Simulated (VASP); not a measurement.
# VH2 (Fm-3m) in VASP: single point with LDA

Aim: the single point of VH2 with LDA.

Program: VASP 6.6.1. These are calculated values, not measurements. Logs are shortened: lines on timing, memory, paths and dates and some standing lists are left out, and cuts for length are marked.

## Step 1: The cell of the first run

Symmetry: Fm-3m, No. 225, cubic system. Conventional cell: a = 4.133 Å, b = 4.133 Å, c = 4.133 Å, α = 90.00°, β = 90.00°, γ = 90.00°. Within 2.4 Å of V (site symmetry m-3m) lie 8 H at 1.79 Å. Within 2.4 Å of H (site symmetry -43m) lie 4 V at 1.79 Å and 6 H at 2.07 Å.

## Step 2: Single point, LDA, collinear spin, ferromagnetic start

Contents of INCAR:

```
PREC = Accurate ; ENCUT = 520
EDIFF = 1E-6 ; ISMEAR = -1
SIGMA = 0.02 ; LREAL = F
LASPH = T ; NELM = 150
ALGO = Normal ; ISIF = 2
LWAVE = F ; LCHARG = T
ISPIN = 2 ; MAGMOM = 1.5 0 0
LORBIT = 11 ; LMAXMIX = 4
LELF = T ; LVHAR = T
NBANDS = 18
```

Contents of KPOINTS:

```
Automatic mesh
0
Gamma
  16 16 16
```

Contents of POSCAR:

```
VH2
1.0
    0.0000000000      2.0664025841      2.0664025841
    2.0664025841      0.0000000000      2.0664025841
    2.0664025841      2.0664025841      0.0000000000
V H
1 2
Direct
    0.0000000000      0.0000000000      0.0000000000
    0.2500000000      0.2500000000      0.2500000000
    0.7500000000      0.7500000000      0.7500000000
```

Potentials or basis: VASP PAW LDA potentials, release 64 (V_sv, H).

The run is started by

```sh
> cat potpaw_LDA.64/V_sv/POTCAR potpaw_LDA.64/H/POTCAR > POTCAR
> mpirun -np 1 vasp_std > vasp.out
```

OUTCAR:

```text
PREC = Accurate
   ENCUT = 520
   EDIFF = 1E-6
   ISMEAR = -1
   LREAL = F
   LASPH = T
   NELM = 150
   ISIF = 2
   ISPIN = 2
   LORBIT = 11

 ion  position               nearest neighbor table
   1  0.000  0.000  0.000-   3 1.79   3 1.79   3 1.79   2 1.79   2 1.79   2 1.79   3 1.79   2 1.79

   2  0.250  0.250  0.250-   1 1.79   1 1.79   1 1.79   1 1.79
   3  0.750  0.750  0.750-   1 1.79   1 1.79   1 1.79   1 1.79

  LATTYP: Found a face centered cubic cell.
 ALAT       =     4.1328051682

  Lattice vectors:

 A1 = (   0.0000000000,   2.0664025841,   2.0664025841)
 A2 = (   2.0664025841,   0.0000000000,   2.0664025841)
 A3 = (   2.0664025841,   2.0664025841,   0.0000000000)

Analysis of symmetry for initial positions (statically):
=====================================================================
 Subroutine PRICEL returns:
 Original cell was already a primitive cell.

 Routine SETGRP: Setting up the symmetry group for a
 face centered cubic supercell.

 Subroutine GETGRP returns: Found 48 space group operations
 (whereof 48 operations were pure point group operations)
 out of a pool of 48 trial point group operations.

The static configuration has the point symmetry O_h .

Analysis of symmetry for dynamics (positions and initial velocities):
=====================================================================
 Subroutine PRICEL returns:
 Original cell was already a primitive cell.

 Routine SETGRP: Setting up the symmetry group for a
 face centered cubic supercell.

 Subroutine GETGRP returns: Found 48 space group operations
 (whereof 48 operations were pure point group operations)
 out of a pool of 48 trial point group operations.

The dynamic configuration has the point symmetry O_h .

Analysis of structural, dynamic, and magnetic symmetry:
=====================================================================
 Subroutine PRICEL returns:
 Original cell was already a primitive cell.

 Routine SETGRP: Setting up the symmetry group for a
 face centered cubic supercell.

 Subroutine GETGRP returns: Found 48 space group operations
 (whereof 48 operations were pure point group operations)
 out of a pool of 48 trial point group operations.

The overall configuration has the point symmetry O_h .

 Subroutine INISYM returns: Found 48 space group operations
 (whereof 48 operations are pure point group operations),
 and found     1 'primitive' translations

----------------------------------------------------------------------------------------

                                     Primitive cell

  volume of cell :      17.6472

  direct lattice vectors                    reciprocal lattice vectors
     0.000000000  2.066402584  2.066402584    -0.241966403  0.241966403  0.241966403
     2.066402584  0.000000000  2.066402584     0.241966403 -0.241966403  0.241966403
     2.066402584  2.066402584  0.000000000     0.241966403  0.241966403 -0.241966403

  length of vectors
     2.922334560  2.922334560  2.922334560     0.419098103  0.419098103  0.419098103

  position of ions in fractional coordinates (direct lattice)
     0.000000000  0.000000000  0.000000000
     0.250000000  0.250000000  0.250000000
     0.750000000  0.750000000  0.750000000

  ion indices of the primitive-cell ions
   primitive index   ion index
                 1           1
                 2           2
                 3           3

----------------------------------------------------------------------------------------

 KPOINTS: Automatic mesh

Automatic generation of k-mesh.
 Grid dimensions read from file:
 generate k-points for:   16   16   16

 Generating k-lattice:

  Cartesian coordinates                     Fractional coordinates (reciprocal lattice)
    -0.015122900  0.015122900  0.015122900     0.062500000  0.000000000  0.000000000
     0.015122900 -0.015122900  0.015122900     0.000000000  0.062500000  0.000000000
     0.015122900  0.015122900 -0.015122900     0.000000000  0.000000000  0.062500000

  Length of vectors
     0.026193631  0.026193631  0.026193631

  Shift w.r.t. Gamma in fractional coordinates (k-lattice)
     0.000000000  0.000000000  0.000000000

 Subroutine IBZKPT returns following result:
 ===========================================

 Found    145 irreducible k-points:

 Following reciprocal coordinates:
            Coordinates               Weight
  0.000000  0.000000  0.000000      1.000000
  0.062500  0.000000  0.000000      8.000000
  0.125000  0.000000  0.000000      8.000000
  0.187500  0.000000  0.000000      8.000000
  0.250000  0.000000  0.000000      8.000000
  0.312500  0.000000  0.000000      8.000000
[... 16 lines left out ...]
 -0.125000  0.062500  0.000000     24.000000
 -0.062500  0.062500  0.000000     12.000000
 [... further k-points ...]
   k-points           NKPTS =    145   k-points in BZ     NKDIM =    145   number of bands    NBANDS=     18
   number of dos      NEDOS =    301   number of ions     NIONS =      3
   total plane-waves  NPLWV =  13824
   dimension x,y,z NGX =    24 NGY =   24 NGZ =   24
   dimension x,y,z NGXF=    48 NGYF=   48 NGZF=   48
   ions per type =               1   2
   NGX,Y,Z   is equivalent  to a cutoff of  13.65, 13.65, 13.65 a.u.
   NGXF,Y,Z  is equivalent  to a cutoff of  27.31, 27.31, 27.31 a.u.
 SYSTEM =  unknown system
   PREC   = accura    normal or accurate (medium, high low for compatibility)
   ISTART =      0    job   : 0-new  1-cont  2-samecut
   ICHARG =      2    charge: 1-file 2-atom 10-const
   ISPIN  =      2    spin polarized calculation?
   LNONCOLLINEAR =      F non collinear calculations
   LSORBIT =      F    spin-orbit coupling
   LASPH  =      T    aspherical Exc in radial PAW
   ENCUT  =  520.0 eV  38.22 Ry    6.18 a.u.   5.43  5.43  5.43*2*pi/ulx,y,z
   NELM   =    150;   NELMIN=  2; NELMDL= -5     # of ELM steps
   EDIFF  = 0.1E-05   stopping-criterion for ELM
   LREAL  =      F    real-space projection
   EDIFFG = 0.1E-04   stopping-criterion for IOM
   NSW    =      0    number of steps for IOM
   IBRION =     -1    ionic relax: 0-MD 1-quasi-New 2-CG
   NFREE  =      0    steps in history (QN), initial steepest desc. (CG)
   ISIF   =      2    stress and relaxation
   ISYM   =      2    0-nonsym 1-usesym 2-fastsym
   POTIM  = 0.5000    time-step for ionic-motion
   TEBEG  =    0.0;   TEEND  =   0.0 temperature during run
   PSTRESS=    0.0 pullay stress
   NELECT =      15.0000    total number of electrons
   NUPDOWN=      -1.0000    fix difference up-down
   EMIN   =  10.00;   EMAX   =-10.00  energy-range for DOS
   EFERMI =   0.00;   METHOD = LEGACY
   ISMEAR =    -1;   SIGMA  =   0.02  broadening in eV -4-tet -1-fermi 0-gaus
   EFERMI_NEDOS =   21; number of points for ismear=-14 and -15
   IALGO  =     38    algorithm
   IMIX   =      4    mixing-type and parameters
     AMIX     =   0.40;   BMIX     =  1.00
     AMIX_MAG =   1.60;   BMIX_MAG =  1.00
  volume/ion in A,a.u.               =       5.88        39.70
  Fermi-wavevector in a.u.,A,eV,Ry     =   1.550769  2.930528 32.720421  2.404883
  Thomas-Fermi vector in A             =   2.655384
   LORBIT       =     11    0 simple, 1 ext, 2 COOP (PROOUT), +10 PAW based schemes
   GGA     = CA    functional components
   LHFCALC =     F    Hartree Fock is set to
   AEXX    =    0.0000 exact exchange contribution
   IVDW    =     0    specifies the selected vdW correction
   LEPSILON=     F    determine dielectric tensor
   LRPA    =     F    only Hartree local field effects (RPA)
 spin polarized calculation
  energy-cutoff  :      520.00
  volume of cell :       17.65
 maximum number of plane-waves:       531
 NGX is ok and might be reduce to    24
   NGX = 11   NGY = 11   NGZ = 11

 number of electron      15.0000003 magnetization      -0.0152483

 number of electron      15.0000003 magnetization       0.0001569

 Free energy of the ion-electron system (eV)
  ---------------------------------------------------
  ext. energy  EPLUGINS =         0.00000000
  ---------------------------------------------------
  free energy    TOTEN  =       -17.88503513 eV

  energy without entropy =      -17.88343906  energy(sigma->0) =      -17.88423710

 E-fermi :   8.9492     XC(G=0): -12.9231

 val. band max:        8.9480818211   @ k =   0.3125   0.2500   0.0625
 cond. band min:       8.9904689483   @ k =   0.2500   0.1875   0.0625
 fundamental gap:      0.0423871272
 Fermi energy:         8.9492123276

 spin component 1

 k-point     1 :       0.0000    0.0000    0.0000
  band No.  band energies     occupation
      1     -54.7772      1.00000
      2     -28.8405      1.00000
      3     -28.8405      1.00000
      4     -28.8405      1.00000
      5      -2.8533      1.00000
      6       7.8680      1.00000
[... 10 lines left out ...]
     17      29.6944      0.00000
     18      29.6944      0.00000
[... 463 lines left out ...]
 k-point    24 :      -0.0625    0.0625    0.0000
  band No.  band energies     occupation
      1     -54.7695      1.00000
      2     -28.8864      1.00000
      3     -28.8530      1.00000
      4     -28.8437      1.00000
      5      -2.5560      1.00000
      6       6.7508      1.00000
[... 10 lines left out ...]
     17      30.3411      0.00000
     18      31.0550      0.00000

 [... further k-points ...]

 spin component 2

 k-point     1 :       0.0000    0.0000    0.0000
  band No.  band energies     occupation
      1     -54.7771      1.00000
      2     -28.8404      1.00000
      3     -28.8404      1.00000
      4     -28.8404      1.00000
      5      -2.8532      1.00000
      6       7.8680      1.00000
[... 10 lines left out ...]
     17      29.6945      0.00000
     18      29.6945      0.00000
[... 463 lines left out ...]
 k-point    24 :      -0.0625    0.0625    0.0000
  band No.  band energies     occupation
      1     -54.7694      1.00000
      2     -28.8863      1.00000
      3     -28.8529      1.00000
      4     -28.8437      1.00000
      5      -2.5559      1.00000
      6       6.7509      1.00000
[... 10 lines left out ...]
     17      30.3412      0.00000
     18      31.0552      0.00000

 [... further k-points ...]
[... 5 lines left out ...]
  --------------------------------------------------------------------------------------
  -------------------------------------------------------------------------------------
  Total        0.0472907      0.0472907      0.0472907      0.0000000     -0.0000000      0.0000000
  in kB        4.2934963      4.2934963      4.2934963      0.0000000     -0.0000000      0.0000000
  external PRESSURE =       4.2934963 kB  Pullay stress =       0.0000000 kB

 VOLUME and BASIS-vectors are now :
 -----------------------------------------------------------------------------
  energy-cutoff  :      520.00
  volume of cell :       17.65
      direct lattice vectors                 reciprocal lattice vectors
     0.000000000  2.066402584  2.066402584    -0.241966403  0.241966403  0.241966403
     2.066402584  0.000000000  2.066402584     0.241966403 -0.241966403  0.241966403
     2.066402584  2.066402584  0.000000000     0.241966403  0.241966403 -0.241966403

 POSITION                                       TOTAL-FORCE (eV/Angst)
 -----------------------------------------------------------------------------------
      0.00000      0.00000      0.00000         0.000000      0.000000      0.000000
      1.03320      1.03320      1.03320        -0.000000     -0.000000     -0.000000
      3.09960      3.09960      3.09960         0.000000      0.000000      0.000000
 -----------------------------------------------------------------------------------
    total drift:                               -0.000000      0.000000      0.000000

  FREE ENERGIE OF THE ION-ELECTRON SYSTEM (eV)
  ---------------------------------------------------
  free  energy   TOTEN  =       -17.8850351319 eV

  energy  without entropy=      -17.8834390588  energy(sigma->0) =      -17.88423710

 total charge

# of ion       s       p       d       tot
------------------------------------------
    1        2.235   6.257   3.282  11.774
    2        0.582   0.032   0.000   0.614
    3        0.582   0.032   0.000   0.614
--------------------------------------------------
tot          3.398   6.321   3.282  13.002

 magnetization (x)

# of ion       s       p       d       tot
------------------------------------------
    1       -0.000  -0.000   0.000   0.000
    2       -0.000  -0.000   0.000  -0.000
    3       -0.000  -0.000   0.000  -0.000
--------------------------------------------------
tot         -0.000  -0.000   0.000   0.000
```

Run time: 26 s. Hardware: 1 thread of Intel Xeon 6975P-C (Granite Rapids), shared host; peak memory 0.19 GiB.

What came out:

| Item | Value |
| --- | --- |
| Free energy | -17.8850 eV |
| Pressure | 0.4 GPa |
| Net moment | 0.00 μB per cell |
| Valence electrons inside the program's atomic spheres | V 11.77; H 0.61 |
